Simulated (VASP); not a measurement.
The system is N.

```
N
1.0
     5.64900    0.00000    0.00000
     0.00000    5.64900    0.00000
     0.00000    0.00000    5.64900
N
4
Direct
  0.03000 0.03000 0.03000
  0.47000 0.97000 0.53000
  0.53000 0.47000 0.97000
  0.97000 0.53000 0.47000
```

```yaml
Program: VASP 6.6.1
Task: relaxation of cell and atoms
Functional: PBEsol
Potentials_or_basis: VASP PAW PBE potentials, release 64 (N)
Cutoff: 600 eV
k_mesh: 4 × 4 × 4
Occupations: gaussian, width 0.02 eV
Spin: collinear spin, ferromagnetic start
Starting_moments: "[3.2, 3.2, 3.2, 3.2] μB"
```

At the start: pressure 0.1 GPa; volume 45.07 Å³/atom.

How do energy, volume and symmetry change on relaxing?

Over 8 steps the energy falls by 2.3 meV/atom and the volume is 53.64 Å³/atom (+19.0 %); space group P2_13 (No. 198, to 0.1 Å) before and after; moment 12.00 μB per cell.

Step by step:
```tsv
step	energy change (eV)	largest force (eV/Å)	pressure (GPa)	volume (Å³)
1	0.0000	0.0122	0.07	180.27
2	-0.0002	0.0120	0.07	180.77
3	-0.0010	0.0116	0.06	182.30
4	-0.0023	0.0106	0.06	185.38
5	-0.0046	0.0089	0.05	191.64
6	-0.0079	0.0061	0.03	204.59
7	-0.0077	0.0030	-0.05	232.20
8	-0.0093	0.0046	0.01	214.56
```

Final structure:
```
CELL_PARAMETERS angstrom
5.98660 0.00000 0.00000
0.00000 5.98660 0.00000
0.00000 0.00000 5.98660
ATOMIC_POSITIONS crystal
N 0.02618 0.02618 0.02618
N 0.47382 0.97382 0.52618
N 0.52618 0.47382 0.97382
N 0.97382 0.52618 0.47382
```

Caveat: the volume moved by over 15 % at a fixed basis, so the end points are rough; the PAW data sets were made with another functional, which shifts forces and pressure a little.
